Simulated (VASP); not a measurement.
B5P:

```
B P
1.0
     4.60000   -2.66000    0.00000
     4.60000    2.66000    0.00000
    -3.07791    0.00000    4.54605
B P
10 2
Direct
  0.77900 0.36900 0.92700
  0.36900 0.77900 0.92700
  0.22100 0.63100 0.07300
  0.63100 0.22100 0.07300
  0.01000 0.01000 0.67400
  0.99000 0.99000 0.32600
  0.01000 0.65400 0.67400
  0.99000 0.34600 0.32600
  0.65400 0.01000 0.67400
  0.34600 0.99000 0.32600
  0.22100 0.22100 0.07300
  0.77900 0.77900 0.92700
```

```yaml
Program: VASP 6.6.1
Task: relaxation of cell and atoms
Functional: PBE
Potentials_or_basis: VASP PAW PBE potentials, release 64 (B, P)
Cutoff: 500 eV
k_mesh: 4 × 4 × 4
Occupations: gaussian, width 0.2 eV
Spin: no spin polarisation
```

At the start: pressure -8.1 GPa; volume 9.27 Å³/atom.

Q: How do energy, volume and symmetry change on relaxing?

A: Over 15 steps the energy falls by 463.7 meV/atom and the volume is 8.70 Å³/atom (-6.1 %); space group C2/m (No. 12, to 0.1 Å) before and after.

Step by step:
```csv
step,energy change (eV),largest force (eV/Å),pressure (GPa),volume (Å³)
1,0.0000,4.6054,-8.08,111.25
2,-2.9361,1.7994,-2.92,103.73
3,-3.0859,1.2292,1.86,101.50
4,-3.6428,2.0029,10.71,100.02
5,-3.7204,1.6802,8.08,100.41
6,-4.5525,1.7919,-3.65,106.06
7,-4.5996,1.8565,-6.47,107.65
8,-5.2201,1.1730,-4.96,107.20
9,-5.2688,1.3443,-4.15,107.05
10,-5.5271,0.3052,0.94,103.91
11,-5.5281,0.2823,1.33,103.70
12,-5.5581,0.1196,-0.06,104.38
13,-5.5603,0.1808,-0.54,104.62
14,-5.5642,0.1232,0.01,104.37
15,-5.5646,0.0630,-0.12,104.43
```

Final structure:
```yaml
crystal:
  lattice:
    - [4.24352, -2.96397, -0.06349]
    - [4.24352, 2.96397, -0.06349]
    - [-2.90170, 0.00000, 4.19483]
  atoms:
    - { symbol: B, position: [0.81905, 0.31884, 0.92934] }
    - { symbol: B, position: [0.31884, 0.81905, 0.92934] }
    - { symbol: B, position: [0.18095, 0.68116, 0.07066] }
    - { symbol: B, position: [0.68116, 0.18095, 0.07066] }
    - { symbol: B, position: [0.00452, 0.00452, 0.67016] }
    - { symbol: B, position: [0.99548, 0.99548, 0.32984] }
    - { symbol: B, position: [0.99838, 0.65906, 0.66462] }
    - { symbol: B, position: [0.00162, 0.34094, 0.33538] }
    - { symbol: B, position: [0.65906, 0.99838, 0.66462] }
    - { symbol: B, position: [0.34094, 0.00162, 0.33538] }
    - { symbol: P, position: [0.28949, 0.28949, 0.10274] }
    - { symbol: P, position: [0.71051, 0.71051, 0.89726] }
```

Caveat: the k points lie up to 0.38 Å⁻¹ apart in the final cell; the relaxation stopped at a loose force limit of 0.08 eV/Å, so its end isn't a converged minimum.
